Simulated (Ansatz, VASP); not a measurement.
**Two plane-wave programs on In**

```
In
1.0
     5.72179    0.00000    0.00000
     0.00000    5.44965    0.00000
     0.00000    0.00000   17.65170
In
4
Direct
  0.08333 0.75000 0.45321
  0.41667 0.25000 0.45321
  0.58333 0.75000 0.54679
  0.91667 0.25000 0.54679
```

Alike in both runs: task single point; functional PBEsol; k mesh 7 × 8 × 1; occupations fermi-dirac, width 0.1 eV; no spin polarisation.

|  | VASP | Ansatz |
| --- | --- | --- |
| version | VASP 6.6.1 | Ansatz 0.2.0 |
| potentials or method | VASP PAW PBE potentials, release 64 (In_d) | PAW with Ansatz's default frozen-core files, scalar-relativistic |
| plane-wave cutoff (eV) | 520 | 420 |
| valence electrons in the cell | 52 | 52 |

Ansatz gave:

```
rms of the force components (eV/Å) : 0.278
```

Which values does VASP return?

rms of the force components (eV/Å): 0.277.

VASP's potentials were made for PBE, not for PBEsol. Atom by atom the forces differ by 0.001 eV/Å (rms over components). The functional is the same, so the differences come from potentials, cutoffs and numerics.
